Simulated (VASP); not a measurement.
# CaO (Fm-3m) in VASP: notebook

CaO is run at these levels: PBE, PBEsol; tasks: single point.

Everything below comes from runs of VASP 6.6.1. Logs are shortened: lines on timing, memory, paths and dates and some standing lists are left out, and cuts for length are marked.

## 1. The cell of the first run

It takes space group Fm-3m (No. 225, cubic). Conventional cell: a = 4.795 Å, b = 4.795 Å, c = 4.795 Å, α = 90.00°, β = 90.00°, γ = 90.00°. Ca (site symmetry m-3m) has 6 O at 2.40 Å within 3.2 Å. Within 3.2 Å of O (site symmetry m-3m) lie 6 Ca at 2.40 Å.

## 2. Single point, PBE

INCAR reads:

```
PREC     = Accurate       # precision mode
ENCUT    = 520            # plane-wave cutoff, eV
EDIFF    = 1E-6           # SCF threshold, eV
ISMEAR   = 0              # smearing method
SIGMA    = 0.01           # smearing width, eV
LREAL    = False          # projectors in reciprocal space
LASPH    = True           # aspherical terms in the spheres
NELM     = 80             # most SCF steps
ALGO     = Normal         # electronic algorithm
ISIF     = 2              # what is computed and relaxed
LWAVE    = False          # write WAVECAR
LCHARG   = False          # write CHGCAR
GGA      = PE             # functional
NBANDS   = 15             # bands
```

KPOINTS reads:

```
Automatic mesh
0
Gamma
  6 6 6
```

POSCAR reads:

```
CaO
1.0
    0.0000000000      2.3975501144      2.3975501144
    2.3975501144      0.0000000000      2.3975501144
    2.3975501144      2.3975501144      0.0000000000
Ca O
1 1
Direct
    0.0000000000      0.0000000000      0.0000000000
    0.5000000000      0.5000000000      0.5000000000
```

Potentials or basis: VASP PAW PBE potentials, release 64 (Ca_sv, O).

Started as:

```bash
cat potpaw_PBE.64/Ca_sv/POTCAR potpaw_PBE.64/O/POTCAR > POTCAR
mpirun -np 1 vasp_std > vasp.out
```

OUTCAR:

```text
PREC = Accurate
   ENCUT = 520
   EDIFF = 1E-6
   ISMEAR = 0
   LREAL = False
   LASPH = True
   NELM = 80
   ISIF = 2
   GGA = PE

 ion  position               nearest neighbor table
   1  0.000  0.000  0.000-   2 2.40   2 2.40   2 2.40   2 2.40   2 2.40   2 2.40
   2  0.500  0.500  0.500-   1 2.40   1 2.40   1 2.40   1 2.40   1 2.40   1 2.40

  LATTYP: Found a face centered cubic cell.
 ALAT       =     4.7951002288

  Lattice vectors:

 A1 = (   0.0000000000,   2.3975501144,   2.3975501144)
 A2 = (   2.3975501144,   0.0000000000,   2.3975501144)
 A3 = (   2.3975501144,   2.3975501144,   0.0000000000)

Analysis of symmetry for initial positions (statically):
=====================================================================
 Subroutine PRICEL returns:
 Original cell was already a primitive cell.

 Routine SETGRP: Setting up the symmetry group for a
 face centered cubic supercell.

 Subroutine GETGRP returns: Found 48 space group operations
 (whereof 48 operations were pure point group operations)
 out of a pool of 48 trial point group operations.

The static configuration has the point symmetry O_h .

Analysis of symmetry for dynamics (positions and initial velocities):
=====================================================================
 Subroutine PRICEL returns:
 Original cell was already a primitive cell.

 Routine SETGRP: Setting up the symmetry group for a
 face centered cubic supercell.

 Subroutine GETGRP returns: Found 48 space group operations
 (whereof 48 operations were pure point group operations)
 out of a pool of 48 trial point group operations.

The dynamic configuration has the point symmetry O_h .

 Subroutine INISYM returns: Found 48 space group operations
 (whereof 48 operations are pure point group operations),
 and found     1 'primitive' translations

----------------------------------------------------------------------------------------

                                     Primitive cell

  volume of cell :      27.5634

  direct lattice vectors                    reciprocal lattice vectors
     0.000000000  2.397550114  2.397550114    -0.208546214  0.208546214  0.208546214
     2.397550114  0.000000000  2.397550114     0.208546214 -0.208546214  0.208546214
     2.397550114  2.397550114  0.000000000     0.208546214  0.208546214 -0.208546214

  length of vectors
     3.390647888  3.390647888  3.390647888     0.361212639  0.361212639  0.361212639

  position of ions in fractional coordinates (direct lattice)
     0.000000000  0.000000000  0.000000000
     0.500000000  0.500000000  0.500000000

  ion indices of the primitive-cell ions
   primitive index   ion index
                 1           1
                 2           2

----------------------------------------------------------------------------------------

 KPOINTS: Automatic mesh

Automatic generation of k-mesh.
 Grid dimensions read from file:
 generate k-points for:    6    6    6

 Generating k-lattice:

  Cartesian coordinates                     Fractional coordinates (reciprocal lattice)
    -0.034757702  0.034757702  0.034757702     0.166666667  0.000000000  0.000000000
     0.034757702 -0.034757702  0.034757702     0.000000000  0.166666667  0.000000000
     0.034757702  0.034757702 -0.034757702     0.000000000  0.000000000  0.166666667

  Length of vectors
     0.060202106  0.060202106  0.060202106

  Shift w.r.t. Gamma in fractional coordinates (k-lattice)
     0.000000000  0.000000000  0.000000000

 Subroutine IBZKPT returns following result:
 ===========================================

 Found     16 irreducible k-points:

 Following reciprocal coordinates:
            Coordinates               Weight
  0.000000  0.000000  0.000000      1.000000
  0.166667  0.000000  0.000000      8.000000
  0.333333  0.000000  0.000000      8.000000
  0.500000  0.000000  0.000000      4.000000
  0.166667  0.166667  0.000000      6.000000
  0.333333  0.166667  0.000000     24.000000
[... 8 lines left out ...]
 -0.333333  0.333333  0.166667     24.000000
 -0.333333  0.500000  0.166667     12.000000
   k-points           NKPTS =     16   k-points in BZ     NKDIM =     16   number of bands    NBANDS=     15
   number of dos      NEDOS =    301   number of ions     NIONS =      2
   total plane-waves  NPLWV =  21952
   dimension x,y,z NGX =    28 NGY =   28 NGZ =   28
   dimension x,y,z NGXF=    56 NGYF=   56 NGZF=   56
   ions per type =               1   1
   NGX,Y,Z   is equivalent  to a cutoff of  13.73, 13.73, 13.73 a.u.
   NGXF,Y,Z  is equivalent  to a cutoff of  27.46, 27.46, 27.46 a.u.
 SYSTEM =  unknown system
   PREC   = accura    normal or accurate (medium, high low for compatibility)
   ISTART =      0    job   : 0-new  1-cont  2-samecut
   ICHARG =      2    charge: 1-file 2-atom 10-const
   ISPIN  =      1    spin polarized calculation?
   LNONCOLLINEAR =      F non collinear calculations
   LSORBIT =      F    spin-orbit coupling
   LASPH  =      T    aspherical Exc in radial PAW
   ENCUT  =  520.0 eV  38.22 Ry    6.18 a.u.   6.30  6.30  6.30*2*pi/ulx,y,z
   NELM   =     80;   NELMIN=  2; NELMDL= -5     # of ELM steps
   EDIFF  = 0.1E-05   stopping-criterion for ELM
   LREAL  =      F    real-space projection
   EDIFFG = 0.1E-04   stopping-criterion for IOM
   NSW    =      0    number of steps for IOM
   IBRION =     -1    ionic relax: 0-MD 1-quasi-New 2-CG
   NFREE  =      0    steps in history (QN), initial steepest desc. (CG)
   ISIF   =      2    stress and relaxation
   ISYM   =      2    0-nonsym 1-usesym 2-fastsym
   POTIM  = 0.5000    time-step for ionic-motion
   TEBEG  =    0.0;   TEEND  =   0.0 temperature during run
   PSTRESS=    0.0 pullay stress
   NELECT =      16.0000    total number of electrons
   NUPDOWN=      -1.0000    fix difference up-down
   EMIN   =  10.00;   EMAX   =-10.00  energy-range for DOS
   EFERMI =   0.00;   METHOD = LEGACY
   ISMEAR =     0;   SIGMA  =   0.01  broadening in eV -4-tet -1-fermi 0-gaus
   EFERMI_NEDOS =   21; number of points for ismear=-14 and -15
   IALGO  =     38    algorithm
   IMIX   =      4    mixing-type and parameters
     AMIX     =   0.40;   BMIX     =  1.00
     AMIX_MAG =   1.60;   BMIX_MAG =  1.00
  volume/ion in A,a.u.               =      13.78        93.00
  Fermi-wavevector in a.u.,A,eV,Ry     =   1.365643  2.580691 25.374598  1.864980
  Thomas-Fermi vector in A             =   2.491853
   LORBIT       =      0    0 simple, 1 ext, 2 COOP (PROOUT), +10 PAW based schemes
   GGA     = PE    functional components
   LHFCALC =     F    Hartree Fock is set to
   AEXX    =    0.0000 exact exchange contribution
   IVDW    =     0    specifies the selected vdW correction
   LEPSILON=     F    determine dielectric tensor
   LRPA    =     F    only Hartree local field effects (RPA)
 non-spin polarized calculation
 Gauss-broadening in eV      SIGMA  =   0.01
  energy-cutoff  :      520.00
  volume of cell :       27.56
 maximum number of plane-waves:       754
 NGX is ok and might be reduce to    28
   NGX = 13   NGY = 13   NGZ = 13

 number of electron      15.9999997 magnetization

 Free energy of the ion-electron system (eV)
  ---------------------------------------------------
  ext. energy  EPLUGINS =         0.00000000
  ---------------------------------------------------
  free energy    TOTEN  =       -12.79763599 eV

  energy without entropy =      -12.79763599  energy(sigma->0) =      -12.79763599

 E-fermi :   2.5638     XC(G=0): -10.5097

 val. band max:        2.3907950795   @ k =   0.0000   0.0000   0.0000
 cond. band min:       6.0236000738   @ k =   0.5000   0.5000   0.0000
 fundamental gap:      3.6328049943
 Fermi energy:         2.5637966240

 k-point     1 :       0.0000    0.0000    0.0000
  band No.  band energies     occupation
      1     -35.2181      2.00000
      2     -15.9768      2.00000
      3     -15.9768      2.00000
      4     -15.9768      2.00000
      5     -13.1552      2.00000
      6       2.3908      2.00000
      7       2.3908      2.00000
      8       2.3908      2.00000
      9       7.1612      0.00000
     10       8.6329      0.00000
     11       8.6329      0.00000
     12       8.6329      0.00000
     13      10.1489      0.00000
     14      10.1489      0.00000
     15      17.5070      0.00000

 k-point     2 :       0.1667    0.0000    0.0000
  band No.  band energies     occupation
      1     -35.1917      2.00000
      2     -16.3344      2.00000
      3     -15.9906      2.00000
      4     -15.9906      2.00000
      5     -12.7801      2.00000
      6       1.5283      2.00000
      7       2.0361      2.00000
      8       2.0361      2.00000
      9       8.2657      0.00000
     10       8.6180      0.00000
     11       9.0953      0.00000
     12       9.0953      0.00000
     13      10.7816      0.00000
     14      10.7816      0.00000
     15      18.3713      0.00000

 k-point     3 :       0.3333    0.0000    0.0000
  band No.  band energies     occupation
      1     -35.1386      2.00000
      2     -16.8898      2.00000
      3     -16.0180      2.00000
      4     -16.0180      2.00000
      5     -12.1847      2.00000
      6       0.2621      2.00000
      7       1.4358      2.00000
      8       1.4358      2.00000
      9       8.9518      0.00000
     10      10.1571      0.00000
     11      10.1571      0.00000
     12      10.1961      0.00000
     13      12.0848      0.00000
     14      12.0848      0.00000
     15      17.6833      0.00000
[... 199 lines left out ...]
 k-point    15 :      -0.3333    0.3333    0.1667
  band No.  band energies     occupation
      1     -35.0874      2.00000
      2     -16.7353      2.00000
      3     -16.3135      2.00000
      4     -16.1753      2.00000
      5     -12.3641      2.00000
      6       0.6607      2.00000
      7       1.2947      2.00000
      8       1.3749      2.00000
      9       8.9497      0.00000
     10       8.9551      0.00000
     11      11.1141      0.00000
     12      11.5310      0.00000
     13      12.5365      0.00000
     14      15.3567      0.00000
     15      16.1981      0.00000

 k-point    16 :      -0.3333    0.5000    0.1667
  band No.  band energies     occupation
      1     -35.0795      2.00000
      2     -16.4991      2.00000
      3     -16.3699      2.00000
      4     -16.3076      2.00000
      5     -12.6124      2.00000
      6       1.1806      2.00000
      7       1.3089      2.00000
      8       1.5813      2.00000
      9       7.4236      0.00000
     10      10.0932      0.00000
     11      10.7770      0.00000
     12      11.9762      0.00000
     13      12.1394      0.00000
     14      15.3882      0.00000
     15      16.1372      0.00000

------------------------ aborting loop because EDIFF is reached ----------------------------------------

  FORCE on cell =-STRESS in cart. coord.  units (eV):
  Direction    XX          YY          ZZ          XY          YZ          ZX
  --------------------------------------------------------------------------------------
  -------------------------------------------------------------------------------------
  Total        0.5254660      0.5254660      0.5254660      0.0000000      0.0000000      0.0000000
  in kB       30.5437358     30.5437358     30.5437358      0.0000000      0.0000000      0.0000000
  external PRESSURE =      30.5437358 kB  Pullay stress =       0.0000000 kB

 VOLUME and BASIS-vectors are now :
 -----------------------------------------------------------------------------
  energy-cutoff  :      520.00
  volume of cell :       27.56
      direct lattice vectors                 reciprocal lattice vectors
     0.000000000  2.397550114  2.397550114    -0.208546214  0.208546214  0.208546214
     2.397550114  0.000000000  2.397550114     0.208546214 -0.208546214  0.208546214
     2.397550114  2.397550114  0.000000000     0.208546214  0.208546214 -0.208546214

 POSITION                                       TOTAL-FORCE (eV/Angst)
 -----------------------------------------------------------------------------------
      0.00000      0.00000      0.00000         0.000000     -0.000000     -0.000000
      2.39755      2.39755      2.39755        -0.000000      0.000000      0.000000
 -----------------------------------------------------------------------------------
    total drift:                                0.000000      0.000000      0.000000

  FREE ENERGIE OF THE ION-ELECTRON SYSTEM (eV)
  ---------------------------------------------------
  free  energy   TOTEN  =       -12.7976359939 eV

  energy  without entropy=      -12.7976359939  energy(sigma->0) =      -12.79763599
```

It took 12 s on 1 thread of Intel Xeon 6975P-C, shared host; peak memory 0.15 GiB.

Results:

```
Free energy            : -12.7976 eV
Pressure               : 3.1 GPa
Band gap on the k mesh : 3.63 eV, indirect (least direct gap 4.01 eV)
```

Levels at points of the mesh, in eV from the valence-band top:
```csv
k point,band 6,band 7,band 8,band 9,band 10,band 11
"(0.00, 0.00, 0.00)",0.00,0.00,0.00,4.77,6.24,6.24
"(0.50, 0.00, 0.00)",-2.66,-1.22,-1.22,7.08,8.39,8.39
"(0.50, 0.50, 0.00)",-1.30,-0.37,-0.37,3.63,8.10,8.93
```

A k mesh can miss the band edges. As with any semilocal functional, this PBE gap is likely too small.

## 3. Single point, PBEsol

This run uses another cell than the first one, of 13.54 Å³/atom, 0.983 times its volume.

INCAR reads:

```
ALGO = Normal
EDIFF = 1E-6
ENCUT = 520
GGA = PS
ISIF = 2
ISMEAR = -1
LASPH = True
LCHARG = False
LREAL = False
LWAVE = False
NBANDS = 15
NELM = 100
PREC = Accurate
SIGMA = 0.02
```

KPOINTS reads:

```
k-points
0
Gamma
  8 8 8
```

POSCAR reads:

```
CaO
1.0
    0.0000000000      2.3835682103      2.3835682103
    2.3835682103      0.0000000000      2.3835682103
    2.3835682103      2.3835682103      0.0000000000
Ca O
1 1
Direct
    0.0000000000      0.0000000000      0.0000000000
    0.5000000000      0.5000000000      0.5000000000
```

Potentials or basis: VASP PAW PBE potentials, release 64 (Ca_sv, O).

Started as:

```bash
cat potpaw_PBE.64/Ca_sv/POTCAR potpaw_PBE.64/O/POTCAR > POTCAR
mpirun -np 1 vasp_std > vasp.out
```

It took 13 s on 1 thread of Intel Xeon 6975P-C, shared host; peak memory 0.16 GiB.

The run converged. Its results:

| Quantity | Value |
| --- | --- |
| Free energy | -13.4108 eV |
| Pressure | 0.6 GPa |
| Band gap on the k mesh | 3.52 eV, indirect (least direct gap 3.89 eV) |

Levels at points of the mesh, in eV from the valence-band top:
```tsv
k point	band 4	band 5	band 6	band 7	band 8	band 9	band 10	band 11	band 12	band 13
(0.00, 0.00, 0.00)	-18.11	-15.49	0.00	0.00	0.00	4.76	6.25	6.25	6.25	7.83
(0.50, 0.00, 0.00)	-18.17	-14.14	-2.75	-1.27	-1.27	7.13	8.51	8.51	8.52	10.68
(0.50, 0.50, 0.00)	-18.37	-15.25	-1.31	-0.37	-0.37	3.52	8.23	9.07	9.76	9.76
```

Caveat: the PAW data sets were made with another functional, which shifts forces and pressure a little. Expect the measured gap to be larger: semilocal functionals such as PBEsol lack the derivative discontinuity.
